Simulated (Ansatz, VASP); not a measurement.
# Au: VASP beside Ansatz

```
Au
1.0
     1.41131   -2.55593    0.00000
     1.41131    2.55593    0.00000
     0.00000    0.00000    4.89317
Au
2
Direct
  0.33467 0.66533 0.25000
  0.66533 0.33467 0.75000
```

Alike in both runs: functional PBEsol; k mesh 8 × 8 × 4; occupations fermi-dirac, width 0.05 eV; no spin polarisation.

|  | VASP | Ansatz |
| --- | --- | --- |
| version | VASP 6.6.1 | Ansatz 0.2.0 |
| potentials or method | VASP PAW PBE potentials, release 64 (Au), cutoff 520 eV | all-electron LAPW, scalar-relativistic |
| task | single point | band structure |

Ansatz gave:

- gap on the k mesh at the Fermi level (eV): none
- pressure (GPa): -4.8
- traceless stress, the component that is largest in VASP (GPa): 1.95
- rms of the force components (eV/Å): 0.005

Task: What did VASP give for the same quantities?

Result: gap on the k mesh at the Fermi level (eV): none; pressure (GPa): -5.0; traceless stress, the component that is largest in VASP (GPa): 1.96; rms of the force components (eV/Å): 0.004.

VASP's potentials were made for PBE, not for PBEsol. Atom by atom the forces differ by 0.001 eV/Å (rms over components). A gap of «none» marks a metal or a gap that the smearing closes. Ansatz ran all-electron here, and VASP with PAW potentials.

Neither program's run includes spin-orbit coupling. Noted on Ansatz's run: the k mesh is thin for a metal, which can move the energy by tens of meV per atom.
